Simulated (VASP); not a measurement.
# CaB15N15 (a cell with a defect) (Ca_B-V_N) in VASP: further runs, part 2 of 3

VASP 6.6.1. Earlier steps stand in the parts before.

## Step 4: Single point, PBE

The input, INCAR:

```
SYSTEM = CaB15N15
ALGO = Normal
EDIFF = 1E-6
ENCUT = 520
GGA = PE
ISIF = 2
ISMEAR = -1
LASPH = .True.
LCHARG = .False.
LREAL = Auto
LWAVE = .False.
NBANDS = 86
NELM = 60
PREC = Accurate
SIGMA = 0.01
```

The input, KPOINTS:

```
Automatic mesh
0
Gamma
  1 1 1
  0.25 0.25 0.25
```

The input, POSCAR:

```
CaB15N15
1.0
   -3.6241103844      3.6241103844     -3.6241103844
    3.6241103844      3.6241103844      3.6241103844
    3.6241103844     -3.6241103844     -3.6241103844
B Ca N
15 1 15
Direct
   -0.0151958388     -0.0132584790     -0.0307038503
    0.0071931078      0.2547050680      0.7600964003
    0.0072092637      0.5108300997      0.5039377537
   -0.0151015249      0.7199097028      0.2359938062
    0.2528655584      0.0091071907      0.7601476827
    0.2528262659      0.5108323757      0.2582994372
    0.2470450808      0.7504084744     -0.0003608071
    0.5090149860      0.0091032764      0.5039486741
    0.5089851295      0.2547160053      0.2583133866
    0.4970730405      0.4989529802      0.0046882507
    0.4970452924      0.7554125090      0.7481507647
    0.7182014381     -0.0132163144      0.2359534725
    0.7485213159      0.2489073088     -0.0003811600
    0.7535895854      0.4989525544      0.7481791497
    0.7485276545      0.7504100870      0.4981419271
    0.1728148827      0.1746161612      0.4239211195
   -0.0039426408      0.2483420322      0.0070898149
    0.0077629145      0.5060069003      0.7552442084
   -0.0039122099      0.7578653316      0.4975749535
    0.2464453439     -0.0020566416      0.0070906353
    0.2537329276      0.2556218868      0.7947165478
    0.2537175281      0.5453953921      0.5048152074
    0.2464737486      0.7578862255      0.2472015599
    0.5041170199      0.0096033064      0.7552200363
    0.5436007585      0.2556356171      0.5048497113
    0.5041299429      0.5060133267      0.2588555817
    0.4933505813      0.7472050613     -0.0035728578
    0.7560086399     -0.0020360660      0.4975583011
    0.7559535276      0.2483450908      0.2471517104
    0.7453290504      0.4952093313     -0.0035648895
    0.7453089248      0.7471821117      0.7444166836
```

Potentials or basis: VASP PAW PBE potentials, release 64 (B, Ca_sv, N).

Run with:

```console
cat potpaw_PBE.64/B/POTCAR potpaw_PBE.64/Ca_sv/POTCAR potpaw_PBE.64/N/POTCAR > POTCAR
mpirun -np 1 vasp_std > vasp.out
```

OUTCAR:

```text
SYSTEM = CaB15N15
   EDIFF = 1E-6
   ENCUT = 520
   GGA = PE
   ISIF = 2
   ISMEAR = -1
   LASPH = .True.
   LREAL = Auto
   NELM = 60
   PREC = Accurate

 ion  position               nearest neighbor table
   1  0.985  0.987  0.969-  31 1.48  17 1.55  20 1.55  16 2.35
   2  0.007  0.255  0.760-  21 1.49  18 1.59  17 1.59  28 1.61  16 2.62
   3  0.007  0.511  0.504-  22 1.49  18 1.59  19 1.59  29 1.61  16 2.63
   4  0.985  0.720  0.236-  30 1.48  23 1.55  19 1.55  16 2.35
   5  0.253  0.009  0.760-  21 1.49  24 1.59  20 1.59  19 1.61  16 2.62
   6  0.253  0.511  0.258-  22 1.49  26 1.59  23 1.59  17 1.61  16 2.63
[... 339 lines left out ...]
  in kB      212.6532432    212.6034087    212.8054666     34.7812192    -34.6969005    -34.6888869
  external PRESSURE =     212.6873728 kB  Pullay stress =       0.0000000 kB

 VOLUME and BASIS-vectors are now :
 -----------------------------------------------------------------------------
  energy-cutoff  :      520.00
  volume of cell :      190.40
      direct lattice vectors                 reciprocal lattice vectors
    -3.624110384  3.624110384 -3.624110384     0.000000000  0.137964893 -0.137964893
     3.624110384  3.624110384  3.624110384     0.137964893  0.137964893  0.000000000
     3.624110384 -3.624110384 -3.624110384     0.137964893  0.000000000 -0.137964893

 POSITION                                       TOTAL-FORCE (eV/Angst)
 -----------------------------------------------------------------------------------
      3.51986      3.63226     -3.50582         0.009053      0.019960     -0.015644
      3.65168     -1.80553     -1.85766         0.013193     -0.010758      0.015941
      3.65150      0.05111     -0.00115         0.015995     -0.017698      0.015113
     -0.10508      5.32315     -1.81562         0.019872      0.017453     -0.013496
      1.87145     -1.80544     -3.63827        -0.019330     -0.015134     -0.009861
      1.87115      1.83148     -0.00106        -0.015729      0.014500      0.011775
[... 23 lines left out ...]
      2.70473      0.88466     -4.51765         0.000058      0.002691      0.015455
      2.70464      2.71110     -2.69106         0.004843     -0.013303     -0.002200
 -----------------------------------------------------------------------------------
    total drift:                               -0.000568      0.006501      0.000070

  FREE ENERGIE OF THE ION-ELECTRON SYSTEM (eV)
  ---------------------------------------------------
  free  energy   TOTEN  =      -254.8882346435 eV

  energy  without entropy=     -254.8882346435  energy(sigma->0) =     -254.88823464
```

It took 53 s on 1 thread of Intel Xeon Platinum 8259CL at 2.50GHz (Skylake/Cascade Lake), shared host; peak memory 0.33 GiB.

Results:

```yaml
Free_energy: -254.8882 eV
Pressure: 21.3 GPa
Largest_force: 0.105 eV/Å
Band_gap_on_the_k_mesh: 3.16 eV
```

Forces on the atoms (eV/Å):
```
B    0.009  0.020 -0.016
B    0.013 -0.011  0.016
B    0.016 -0.018  0.015
B    0.020  0.017 -0.013
B   -0.019 -0.015 -0.010
B   -0.016  0.015  0.012
B   -0.001  0.007 -0.006
B   -0.013 -0.019 -0.014
B   -0.013  0.013  0.018
B   -0.009  0.018  0.010
B   -0.009 -0.009 -0.018
B    0.015  0.009 -0.011
B    0.006  0.005  0.002
B    0.018 -0.009  0.010
B    0.005 -0.001 -0.008
Ca  -0.060 -0.062  0.059
N    0.001  0.011  0.005
N   -0.005 -0.012  0.011
N    0.002 -0.006 -0.011
N   -0.002  0.009 -0.004
N    0.043 -0.028 -0.045
N    0.047  0.046  0.030
N   -0.010  0.001 -0.011
N   -0.009 -0.008  0.004
N   -0.032  0.044 -0.047
N   -0.010 -0.005  0.010
N   -0.012  0.001 -0.001
N    0.011 -0.006 -0.002
N    0.011  0.003  0.000
N    0.000  0.003  0.015
N    0.005 -0.013 -0.002
```

Caveat: the k points lie up to 1.23 Å⁻¹ apart.

## Step 5: Single point, PBE

The input, INCAR:

```
  PREC = Accurate
  ENCUT = 520
  EDIFF = 1E-6
  ISMEAR = -1
  SIGMA = 0.01
  LREAL = Auto
  LASPH = True
  NELM = 80
  ALGO = Normal
  ISIF = 2
  LWAVE = False
  LCHARG = False
  GGA = PE
  NBANDS = 86
  NELECT = 128.0
```

KPOINTS is that of step 4.

The input, POSCAR:

```
CaB15N15
1.0
   -3.6241103844      3.6241103844     -3.6241103844
    3.6241103844      3.6241103844      3.6241103844
    3.6241103844     -3.6241103844     -3.6241103844
B Ca N
15 1 15
Direct
   -0.0003059210      0.0002011341     -0.0690284156
    0.0139156758      0.2615638159      0.7578387796
    0.0139195365      0.5065105305      0.5128808779
   -0.0003159237      0.6796476323      0.2515170984
    0.2610444624      0.0144335691      0.7578317217
    0.2610457677      0.5065087569      0.2657513414
    0.2437735079      0.7501162152      0.0014332161
    0.5059872133      0.0144365364      0.5128830738
    0.5059884274      0.2615599096      0.2657461481
    0.5001374953      0.5006501119      0.0070786921
    0.5001356215      0.7557706943      0.7519734472
    0.6791419041      0.0002166898      0.2515456350
    0.7496042394      0.2442965937      0.0014403027
    0.7552391304      0.5006430508      0.7519689775
    0.7495987768      0.7501151315      0.4956120900
    0.1251545866      0.1256804108      0.3770067626
    0.0014253520      0.2498984331      0.0091205170
    0.0093449545      0.5071947703      0.7585129126
    0.0014273796      0.7578111882      0.5012149328
    0.2493855249      0.0019426995      0.0091269018
    0.2564916868      0.2570130266      0.7822293263
    0.2564929661      0.5309001935      0.5083278270
    0.2493798573      0.7578070770      0.2532589180
    0.5066783431      0.0098708915      0.7585168979
    0.5303666600      0.2570075800      0.5083272605
    0.5066753697      0.5071942377      0.2611845621
    0.5040892576      0.7552635171      0.0065825096
    0.7572894251      0.0019437632      0.5012269184
    0.7572781010      0.2499070860      0.2532641447
    0.7547288401      0.5045770167      0.0065607767
    0.7547374227      0.7552497636      0.7559154597
```

Potentials or basis: VASP PAW PBE potentials, release 64 (B, Ca_sv, N).

Run with:

```console
cat potpaw_PBE.64/B/POTCAR potpaw_PBE.64/Ca_sv/POTCAR potpaw_PBE.64/N/POTCAR > POTCAR
mpirun -np 1 vasp_std > vasp.out
```

OUTCAR:

```text
PREC = Accurate
   ENCUT = 520
   EDIFF = 1E-6
   ISMEAR = -1
   LREAL = Auto
   LASPH = True
   NELM = 80
   ISIF = 2
   GGA = PE
   NELECT = 128.0

 ion  position               nearest neighbor table
   1  1.000  0.000  0.931-  31 1.45  20 1.47  17 1.47  16 2.39
   2  0.014  0.262  0.758-  21 1.49  18 1.55  28 1.62  17 1.63  16 2.66
[... 340 lines left out ...]
  -------------------------------------------------------------------------------------
  Total        1.1912775      1.1898492      1.1921554     -3.1471153      3.1477198      3.1513862
  in kB       10.0244208     10.0124018     10.0318080    -26.4825006     26.4875878     26.5184400
  external PRESSURE =      10.0228769 kB  Pullay stress =       0.0000000 kB

 VOLUME and BASIS-vectors are now :
 -----------------------------------------------------------------------------
  energy-cutoff  :      520.00
  volume of cell :      190.40
      direct lattice vectors                 reciprocal lattice vectors
    -3.624110384  3.624110384 -3.624110384     0.000000000  0.137964893 -0.137964893
     3.624110384  3.624110384  3.624110384     0.137964893  0.137964893  0.000000000
     3.624110384 -3.624110384 -3.624110384     0.137964893  0.000000000 -0.137964893

 POSITION                                       TOTAL-FORCE (eV/Angst)
 -----------------------------------------------------------------------------------
     -0.24833      0.24979     -6.99622         0.000852     -0.000625      0.001695
      3.64400     -1.74812     -1.84899         0.010470     -0.020087      0.015686
      3.64394      0.02736     -0.07353         0.011417     -0.015324      0.020569
     -0.24832      5.17456     -2.07137        -0.000470     -0.000792     -0.001492
      1.85272     -1.74810     -3.64021        -0.015699     -0.019562     -0.010343
      1.85270      1.81859     -0.07353        -0.015137      0.010798      0.020034
[... 23 lines left out ...]
     -0.88280      4.54009     -0.93035        -0.004721     -0.005215      0.019464
      2.74138      2.73284     -2.73766        -0.006294     -0.019901      0.006782
 -----------------------------------------------------------------------------------
    total drift:                                0.004510      0.000571     -0.003837

  FREE ENERGIE OF THE ION-ELECTRON SYSTEM (eV)
  ---------------------------------------------------
  free  energy   TOTEN  =      -273.2957027453 eV

  energy  without entropy=     -273.2957027453  energy(sigma->0) =     -273.29570275
```

OSZICAR:

```text
N       E                     dE             d eps       ncg     rms          rms(c)
DAV:   1     0.705236661563E+03    0.70524E+03   -0.67101E+04   172   0.147E+03
DAV:   2    -0.226600672372E+03   -0.93184E+03   -0.87369E+03   210   0.363E+02
DAV:   3    -0.287735431643E+03   -0.61135E+02   -0.60582E+02   216   0.961E+01
DAV:   4    -0.289548531218E+03   -0.18131E+01   -0.18094E+01   288   0.137E+01
DAV:   5    -0.289559277904E+03   -0.10747E-01   -0.10744E-01   208   0.986E-01    0.274E+01
DAV:   6    -0.274417767997E+03    0.15142E+02   -0.46067E+01   200   0.238E+01    0.126E+01
DAV:   7    -0.273562991542E+03    0.85478E+00   -0.62521E+00   208   0.891E+00    0.815E+00
DAV:   8    -0.273317427186E+03    0.24556E+00   -0.11179E+00   200   0.394E+00    0.252E+00
DAV:   9    -0.273295001891E+03    0.22425E-01   -0.18121E-01   200   0.188E+00    0.533E-01
DAV:  10    -0.273295217846E+03   -0.21596E-03   -0.55563E-02   216   0.790E-01    0.249E-01
DAV:  11    -0.273295570584E+03   -0.35274E-03   -0.58825E-03   208   0.331E-01    0.916E-02
DAV:  12    -0.273295670379E+03   -0.99795E-04   -0.76411E-04   192   0.129E-01    0.344E-02
DAV:  13    -0.273295708639E+03   -0.38260E-04   -0.17768E-04   224   0.527E-02    0.222E-02
DAV:  14    -0.273295702119E+03    0.65200E-05   -0.32649E-05   216   0.244E-02    0.809E-03
DAV:  15    -0.273295702745E+03   -0.62648E-06   -0.61945E-06   192   0.936E-03
   1 F= -.27329570E+03 E0= -.27329570E+03  d E =-.861683E-12
```

stdout:

```text
POSCAR found type information on POSCAR B CaN
 POSCAR found :  3 types and      31 ions
 scaLAPACK will be used
 LDA part: xc-table for (Slater+PW92), standard interpolation
 POSCAR, INCAR and KPOINTS ok, starting setup
 FFT: planning ... GRIDC
 FFT: planning ... GRID_SOFT
 FFT: planning ... GRID
 WAVECAR not read
 entering main loop
 the old and the new charge density differ
 old charge density:   130.00000 new  128.00000
    0.274E+01
```

Wall time 54 s (1 thread of Intel Xeon Platinum 8259CL at 2.50GHz (Skylake/Cascade Lake), shared host); peak memory 0.33 GiB.

What came out:

- Free energy: -273.2957 eV
- Largest force: 0.105 eV/Å

Forces on the atoms (eV/Å):
```
B    0.001 -0.001  0.002
B    0.010 -0.020  0.016
B    0.011 -0.015  0.021
B    0.000 -0.001 -0.001
B   -0.016 -0.020 -0.010
B   -0.015  0.011  0.020
B    0.001  0.011 -0.012
B   -0.020 -0.015 -0.011
B   -0.019  0.010  0.015
B    0.000  0.025  0.002
B   -0.003 -0.001 -0.024
B    0.000 -0.002  0.003
B    0.010  0.009 -0.001
B    0.024  0.000  0.003
B    0.011  0.000 -0.011
Ca  -0.061 -0.060  0.061
N    0.016  0.018  0.012
N   -0.003 -0.006  0.006
N    0.016 -0.013 -0.019
N   -0.013  0.019 -0.015
N    0.038 -0.007 -0.039
N    0.039  0.039  0.007
N   -0.013  0.015 -0.019
N   -0.006 -0.006  0.002
N   -0.008  0.040 -0.039
N   -0.006 -0.002  0.006
N   -0.020 -0.007  0.007
N    0.019 -0.013 -0.016
N    0.018  0.016  0.011
N   -0.005 -0.005  0.019
N   -0.006 -0.020  0.007
```

Caveat: the k points lie up to 1.23 Å⁻¹ apart; the cell carries a net charge on a neutralising background, which shifts energy and pressure; the cell is charged against a uniform background, so pressure and absolute levels hang on convention.

(Continued in part 3 of 3.)
